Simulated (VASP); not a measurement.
# W (I4/mmm) in VASP: notebook

Runs on W. Level: PBE. Tasks: single point.

Everything below comes from runs of VASP 6.6.1. Logs are shortened: lines on timing, memory, paths and dates and some standing lists are left out, and cuts for length are marked.

**1. The cell of the first run**

It takes space group I4/mmm (No. 139, tetragonal). The conventional cell has a = 3.195 Å, b = 3.195 Å, c = 2.939 Å, α = 90.00°, β = 90.00°, γ = 90.00°. W (site symmetry 4/mmm) has 14 W at 2.69 to 3.19 Å within 3.6 Å.

**2. Single point, PBE (strain +0.000 along x and y, -0.080 along z)**

File INCAR:

```
PREC = Accurate ; ENCUT = 520
EDIFF = 1E-6 ; ISMEAR = 0
SIGMA = 0.15 ; LREAL = False
LASPH = True ; NELM = 80
ALGO = Fast ; ISIF = 2
LWAVE = False ; LCHARG = False
GGA = PE ; NBANDS = 13
```

File KPOINTS:

```
Automatic mesh
0
Gamma
  20 20 20
```

File POSCAR:

```
W
1.0
   -1.5973000000      1.5973000000      1.4695160000
    1.5973000000     -1.5973000000      1.4695160000
    1.5973000000      1.5973000000     -1.4695160000
W
1
Direct
    0.0000000000      0.0000000000      0.0000000000
```

Potentials or basis: VASP PAW PBE potentials, release 64 (W_sv).

Command:

```
$ cat potpaw_PBE.64/W_sv/POTCAR > POTCAR
$ mpirun -np 1 vasp_std > vasp.out
```

OUTCAR:

```text
PREC = Accurate
   ENCUT = 520
   EDIFF = 1E-6
   ISMEAR = 0
   LREAL = False
   LASPH = True
   NELM = 80
   ISIF = 2
   GGA = PE

 ion  position               nearest neighbor table
   1  0.000  0.000  0.000-

  LATTYP: Found a body centered tetragonal cell.
 ALAT       =     3.1946000000
 C/A-ratio  =     0.9200000000

  Lattice vectors:

 A1 = (  -1.5973000000,   1.5973000000,   1.4695160000)
 A2 = (   1.5973000000,  -1.5973000000,   1.4695160000)
 A3 = (   1.5973000000,   1.5973000000,  -1.4695160000)

Analysis of symmetry for initial positions (statically):
=====================================================================
 Subroutine PRICEL returns:
 Original cell was already a primitive cell.

 Routine SETGRP: Setting up the symmetry group for a
 body centered tetragonal supercell.

 Subroutine GETGRP returns: Found 16 space group operations
 (whereof 16 operations were pure point group operations)
 out of a pool of 16 trial point group operations.

The static configuration has the point symmetry D_4h.

Analysis of symmetry for dynamics (positions and initial velocities):
=====================================================================
 Subroutine PRICEL returns:
 Original cell was already a primitive cell.

 Routine SETGRP: Setting up the symmetry group for a
 body centered tetragonal supercell.

 Subroutine GETGRP returns: Found 16 space group operations
 (whereof 16 operations were pure point group operations)
 out of a pool of 16 trial point group operations.

The dynamic configuration has the point symmetry D_4h.

 Subroutine INISYM returns: Found 16 space group operations
 (whereof 16 operations are pure point group operations),
 and found     1 'primitive' translations

----------------------------------------------------------------------------------------

                                     Primitive cell

  volume of cell :      14.9971

  direct lattice vectors                    reciprocal lattice vectors
    -1.597300000  1.597300000  1.469516000     0.000000000  0.313028235  0.340248082
     1.597300000 -1.597300000  1.469516000     0.313028235  0.000000000  0.340248082
     1.597300000  1.597300000 -1.469516000     0.313028235  0.313028235  0.000000000

  length of vectors
     2.694849134  2.694849134  2.694849134     0.462336926  0.462336926  0.442688776

  position of ions in fractional coordinates (direct lattice)
     0.000000000  0.000000000  0.000000000

  ion indices of the primitive-cell ions
   primitive index   ion index
                 1           1

----------------------------------------------------------------------------------------

 KPOINTS: Automatic mesh

Automatic generation of k-mesh.
 Grid dimensions read from file:
 generate k-points for:   20   20   20

 Generating k-lattice:

  Cartesian coordinates                     Fractional coordinates (reciprocal lattice)
     0.000000000  0.015651412  0.017012404     0.050000000  0.000000000 -0.000000000
     0.015651412  0.000000000  0.017012404     0.000000000  0.050000000 -0.000000000
     0.015651412  0.015651412  0.000000000     0.000000000  0.000000000  0.050000000

  Length of vectors
     0.023116846  0.023116846  0.022134439

  Shift w.r.t. Gamma in fractional coordinates (k-lattice)
     0.000000000  0.000000000  0.000000000

 Subroutine IBZKPT returns following result:
 ===========================================

 Found    641 irreducible k-points:

 Following reciprocal coordinates:
            Coordinates               Weight
  0.000000  0.000000  0.000000      1.000000
  0.050000 -0.000000  0.000000      8.000000
  0.100000 -0.000000  0.000000      8.000000
  0.150000 -0.000000  0.000000      8.000000
  0.200000 -0.000000  0.000000      8.000000
  0.250000 -0.000000  0.000000      8.000000
[... 16 lines left out ...]
 -0.400000  0.050000 -0.000000     16.000000
 -0.350000  0.050000  0.000000     16.000000
 [... further k-points ...]
   k-points           NKPTS =    641   k-points in BZ     NKDIM =    641   number of bands    NBANDS=     13
   number of dos      NEDOS =    301   number of ions     NIONS =      1
   total plane-waves  NPLWV =   8000
   dimension x,y,z NGX =    20 NGY =   20 NGZ =   20
   dimension x,y,z NGXF=    40 NGYF=   40 NGZF=   40
   ions per type =               1
   NGX,Y,Z   is equivalent  to a cutoff of  12.34, 12.34, 12.34 a.u.
   NGXF,Y,Z  is equivalent  to a cutoff of  24.68, 24.68, 24.68 a.u.
 SYSTEM =  unknown system
   PREC   = accura    normal or accurate (medium, high low for compatibility)
   ISTART =      0    job   : 0-new  1-cont  2-samecut
   ICHARG =      2    charge: 1-file 2-atom 10-const
   ISPIN  =      1    spin polarized calculation?
   LNONCOLLINEAR =      F non collinear calculations
   LSORBIT =      F    spin-orbit coupling
   LASPH  =      T    aspherical Exc in radial PAW
   ENCUT  =  520.0 eV  38.22 Ry    6.18 a.u.   5.01  5.01  5.01*2*pi/ulx,y,z
   NELM   =     80;   NELMIN=  2; NELMDL= -5     # of ELM steps
   EDIFF  = 0.1E-05   stopping-criterion for ELM
   LREAL  =      F    real-space projection
   EDIFFG = 0.1E-04   stopping-criterion for IOM
   NSW    =      0    number of steps for IOM
   IBRION =     -1    ionic relax: 0-MD 1-quasi-New 2-CG
   NFREE  =      0    steps in history (QN), initial steepest desc. (CG)
   ISIF   =      2    stress and relaxation
   ISYM   =      2    0-nonsym 1-usesym 2-fastsym
   POTIM  = 0.5000    time-step for ionic-motion
   TEBEG  =    0.0;   TEEND  =   0.0 temperature during run
   PSTRESS=    0.0 pullay stress
   NELECT =      14.0000    total number of electrons
   NUPDOWN=      -1.0000    fix difference up-down
   EMIN   =  10.00;   EMAX   =-10.00  energy-range for DOS
   EFERMI =   0.00;   METHOD = LEGACY
   ISMEAR =     0;   SIGMA  =   0.15  broadening in eV -4-tet -1-fermi 0-gaus
   EFERMI_NEDOS =   21; number of points for ismear=-14 and -15
   IALGO  =     68    algorithm
   IMIX   =      4    mixing-type and parameters
     AMIX     =   0.40;   BMIX     =  1.00
     AMIX_MAG =   1.60;   BMIX_MAG =  1.00
  volume/ion in A,a.u.               =      15.00       101.21
  Fermi-wavevector in a.u.,A,eV,Ry     =   1.599982  3.023527 34.830128  2.559942
  Thomas-Fermi vector in A             =   2.697189
   LORBIT       =      0    0 simple, 1 ext, 2 COOP (PROOUT), +10 PAW based schemes
   GGA     = PE    functional components
   LHFCALC =     F    Hartree Fock is set to
   AEXX    =    0.0000 exact exchange contribution
   IVDW    =     0    specifies the selected vdW correction
   LEPSILON=     F    determine dielectric tensor
   LRPA    =     F    only Hartree local field effects (RPA)
 non-spin polarized calculation
 RMM-DIIS sequential band-by-band and
 Gauss-broadening in eV      SIGMA  =   0.15
  energy-cutoff  :      520.00
  volume of cell :       15.00
 maximum number of plane-waves:       420
   NGX =  9   NGY =  9   NGZ =  9

 number of electron      13.9999997 magnetization

 Free energy of the ion-electron system (eV)
  ---------------------------------------------------
  ext. energy  EPLUGINS =         0.00000000
  ---------------------------------------------------
  free energy    TOTEN  =       -12.78222482 eV

  energy without entropy =      -12.77632164  energy(sigma->0) =      -12.77927323

 E-fermi :  12.3115     XC(G=0): -13.9552

 val. band max:       12.3016351074   @ k =  -0.2000  -0.3000   0.1500
 cond. band min:      12.3223924809   @ k =  -0.1000  -0.2000   0.1000
 fundamental gap:      0.0207573735
 Fermi energy:        12.3114593837

 k-point     1 :       0.0000    0.0000    0.0000
  band No.  band energies     occupation
      1     -61.8418      2.00000
      2     -25.3326      2.00000
      3     -25.3326      2.00000
      4     -25.2727      2.00000
      5       2.3254      2.00000
      6      10.1849      2.00000
      7      11.4379      2.00000
      8      11.4379      2.00000
      9      13.7321      0.00000
     10      15.4247      0.00000
     11      26.4165      0.00000
     12      26.4165      0.00000
     13      28.1672      0.00000

 k-point     2 :       0.0500   -0.0000    0.0000
  band No.  band energies     occupation
      1     -61.8375      2.00000
      2     -25.3583      2.00000
      3     -25.3458      2.00000
      4     -25.2903      2.00000
      5       2.4605      2.00000
      6      10.2128      2.00000
      7      11.4006      2.00000
      8      11.4429      2.00000
      9      13.7314      0.00000
     10      15.3039      0.00000
     11      26.6547      0.00000
     12      26.6714      0.00000
     13      28.3494      0.00000

 k-point     3 :       0.1000   -0.0000    0.0000
  band No.  band energies     occupation
      1     -61.8250      2.00000
      2     -25.4661      2.00000
      3     -25.3840      2.00000
      4     -25.3071      2.00000
      5       2.8525      2.00000
      6      10.1959      2.00000
      7      11.2620      2.00000
      8      11.5760      2.00000
      9      13.7549      0.00000
     10      15.0355      0.00000
     11      27.2806      0.00000
     12      27.3475      0.00000
     13      28.8716      0.00000

 k-point     4 :       0.1500   -0.0000    0.0000
  band No.  band energies     occupation
      1     -61.8054      2.00000
      2     -25.6456      2.00000
      3     -25.4429      2.00000
      4     -25.3181      2.00000
      5       3.4594      2.00000
      6       9.9856      2.00000
      7      10.9884      2.00000
      8      12.0263      1.99283
      9      13.8665      0.00000
     10      14.7901      0.00000
     11      27.8573      0.00000
     12      28.4408      0.00000
     13      29.6060      0.00000

 k-point     5 :       0.2000   -0.0000    0.0000
  band No.  band energies     occupation
      1     -61.7807      2.00000
      2     -25.8688      2.00000
      3     -25.5163      2.00000
      4     -25.3291      2.00000
      5       4.2006      2.00000
      6       9.6280      2.00000
      7      10.6463      2.00000
      8      12.7901      0.00001
      9      14.1085      0.00000
     10      14.6640      0.00000
     11      27.9179      0.00000
     12      29.8681      0.00000
     13      30.2642      0.00000

 k-point     6 :       0.2500   -0.0000    0.0000
  band No.  band energies     occupation
      1     -61.7532      2.00000
      2     -26.1099      2.00000
      3     -25.5966      2.00000
      4     -25.3406      2.00000
      5       4.9369      2.00000
      6       9.2241      2.00000
      7      10.4301      2.00000
      8      13.7928      0.00000
      9      14.4096      0.00000
     10      14.7210      0.00000
     11      27.2786      0.00000
     12      30.3467      0.00000
     13      31.5642      0.00000

 k-point     7 :       0.3000   -0.0000    0.0000
  band No.  band energies     occupation
      1     -61.7256      2.00000
      2     -26.3444      2.00000
      3     -25.6758      2.00000
      4     -25.3518      2.00000
      5       5.4760      2.00000
      6       8.8383      2.00000
      7      10.5782      2.00000
      8      14.5613      0.00000
      9      14.9706      0.00000
     10      15.0940      0.00000
     11      26.2846      0.00000
     12      29.3649      0.00000
     13      33.4646      0.00000
[... 193 lines left out ...]
 k-point    20 :       0.4500    0.0500    0.0000
  band No.  band energies     occupation
      1     -61.6635      2.00000
      2     -26.8282      2.00000
      3     -25.8555      2.00000
      4     -25.3927      2.00000
      5       5.7179      2.00000
      6       8.0992      2.00000
      7      13.0147      0.00000
      8      14.6753      0.00000
      9      16.5804      0.00000
     10      18.9341      0.00000
     11      24.0547      0.00000
     12      24.4288      0.00000
     13      29.2682      0.00000

 k-point    21 :       0.5000    0.0500    0.0000
  band No.  band energies     occupation
      1     -61.6640      2.00000
      2     -26.8249      2.00000
      3     -25.8563      2.00000
      4     -25.3903      2.00000
      5       5.7192      2.00000
      6       8.1061      2.00000
      7      13.0688      0.00000
      8      14.6059      0.00000
      9      16.4784      0.00000
     10      18.9667      0.00000
     11      23.9375      0.00000
     12      24.6710      0.00000
     13      29.2411      0.00000

 k-point    22 :      -0.4500    0.0500   -0.0000
  band No.  band energies     occupation
      1     -61.6730      2.00000
      2     -26.7553      2.00000
      3     -25.8321      2.00000
      4     -25.3844      2.00000
      5       5.7728      2.00000
      6       8.2147      2.00000
      7      12.3920      0.44740
      8      14.6880      0.00000
      9      16.1107      0.00000
     10      18.2578      0.00000
     11      24.1771      0.00000
     12      25.7558      0.00000
     13      30.1638      0.00000

 k-point    23 :      -0.4000    0.0500   -0.0000
  band No.  band energies     occupation
      1     -61.6896      2.00000
      2     -26.6247      2.00000
      3     -25.7848      2.00000
      4     -25.3755      2.00000
      5       5.8157      2.00000
      6       8.4187      2.00000
      7      11.4507      2.00000
      8      14.7614      0.00000
      9      15.5791      0.00000
     10      17.1286      0.00000
     11      24.7831      0.00000
     12      27.3069      0.00000
     13      31.6937      0.00000

 k-point    24 :      -0.3500    0.0500    0.0000
  band No.  band energies     occupation
      1     -61.7123      2.00000
      2     -26.4437      2.00000
      3     -25.7186      2.00000
      4     -25.3644      2.00000
      5       5.7104      2.00000
      6       8.7062      2.00000
      7      10.6705      2.00000
      8      14.6928      0.00000
      9      15.0659      0.00000
     10      15.8836      0.00000
     11      25.6631      0.00000
     12      28.9453      0.00000
     13      33.3199      0.00000

 [... further k-points ...]
[... 5 lines left out ...]
  --------------------------------------------------------------------------------------
  -------------------------------------------------------------------------------------
  Total        1.6033427      1.6033427      4.6150540      0.0000000      0.0000000      0.0000000
  in kB      171.2890636    171.2890636    493.0376388      0.0000000      0.0000000      0.0000000
  external PRESSURE =     278.5385887 kB  Pullay stress =       0.0000000 kB

 VOLUME and BASIS-vectors are now :
 -----------------------------------------------------------------------------
  energy-cutoff  :      520.00
  volume of cell :       15.00
      direct lattice vectors                 reciprocal lattice vectors
    -1.597300000  1.597300000  1.469516000     0.000000000  0.313028235  0.340248082
     1.597300000 -1.597300000  1.469516000     0.313028235  0.000000000  0.340248082
     1.597300000  1.597300000 -1.469516000     0.313028235  0.313028235  0.000000000

 POSITION                                       TOTAL-FORCE (eV/Angst)
 -----------------------------------------------------------------------------------
      0.00000      0.00000      0.00000         0.000000      0.000000     -0.000000
 -----------------------------------------------------------------------------------
    total drift:                                0.000000     -0.000000      0.000000

  FREE ENERGIE OF THE ION-ELECTRON SYSTEM (eV)
  ---------------------------------------------------
  free  energy   TOTEN  =       -12.7822248207 eV

  energy  without entropy=      -12.7763216417  energy(sigma->0) =      -12.77927323
```

Run time: 41 s. Hardware: 1 thread of Intel Xeon 6975P-C (Granite Rapids), shared host; peak memory 0.22 GiB.

What came out:

- Free energy: -12.7822 eV
- Pressure: 27.9 GPa
- Band gap on the k mesh: zero (bands 7 and 8 overlap by 6.90 eV)

Stress tensor (GPa, compression positive):
```
17.13  0.00  0.00
 0.00 17.13  0.00
 0.00  0.00 49.30
```

Levels at points of the mesh, in eV from the Fermi level:
```tsv
k point	band 5	band 6	band 7	band 8	band 9	band 10
(0.00, 0.00, 0.00)	-9.99	-2.13	-0.87	-0.87	1.42	3.11
(0.50, 0.00, 0.00)	-6.69	-4.26	1.12	2.29	4.18	6.60
(0.50, 0.50, 0.00)	-6.70	-2.99	0.39	1.19	2.80	6.44
(0.50, 0.50, 0.50)	-6.46	-6.22	5.44	5.44	5.82	7.91
```

Caveat: the cell differs from its parent crystal (strain +0.000 along x and y, -0.080 along z); the stress differs along the axes, from 17 to 49 GPa; spin-orbit coupling is left out, which moves the levels of the heavy elements.

(Continued in part 2 of 2.)

The gap in the log of VASP goes by the Fermi energy; the results here count the filled bands.